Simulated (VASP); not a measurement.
Write the native input for VASP 6.6.1 that does the following.

```
Task                   : single point
Functional             : PBE
Potentials or basis    : VASP PAW PBE potentials, release 64 (Ti_sv, N)
Cutoff                 : 520 eV
k mesh                 : 20 × 20 × 20
Occupations            : gaussian, width 0.15 eV
Spin                   : collinear spin
Starting moments       : [1.0, 0.0] μB
Fixed moment           : 1 μB
Dipole correction      : no
Further INCAR settings : ALGO = Normal; EDIFF = 1e-06; NBANDS = 20
```

The structure of TiN lies in POSCAR:

```
TiN
1.0
    0.0000000000      2.0347268658      2.0347268658
    2.0347268658      0.0000000000      2.0347268658
    2.0347268658      2.0347268658      0.0000000000
Ti N
1 1
Direct
    0.0000000000      0.0000000000      0.0000000000
    0.5000000000      0.5000000000      0.5000000000
```

These files were run (other wordings do the same):

INCAR

```
PREC = Accurate
ENCUT = 520
EDIFF = 1E-6
ISMEAR = 0
SIGMA = 0.15
LREAL = F
LASPH = T
NELM = 150
ALGO = Normal
ISIF = 2
LWAVE = F
LCHARG = F
ISPIN = 2
MAGMOM = 1 0
LORBIT = 11
NUPDOWN = 1.0
LMAXMIX = 4
GGA = PE
NBANDS = 20
```

KPOINTS

```
Automatic mesh
0
Gamma
  20 20 20
```

Potentials or basis: VASP PAW PBE potentials, release 64 (Ti_sv, N).

Run with:

```console
$ cat potpaw_PBE.64/Ti_sv/POTCAR potpaw_PBE.64/N/POTCAR > POTCAR
$ mpirun -np 1 vasp_std > vasp.out
```

Results of the run:

The pressure is 57.0 GPa, the net moment is 1.00 μB per cell and the site moments are Ti +0.73; N +0.08 μB. The valence electrons inside the program's atomic spheres are Ti 10.68; N 3.85.

Caveat: the cell stands under pressure; the total moment is fixed, so each spin has its own Fermi level.

Run time: 70 s on 1 thread of Intel(R) Xeon(R) 6975P-C (Granite Rapids) (shared host), peak memory 0.25 GiB.
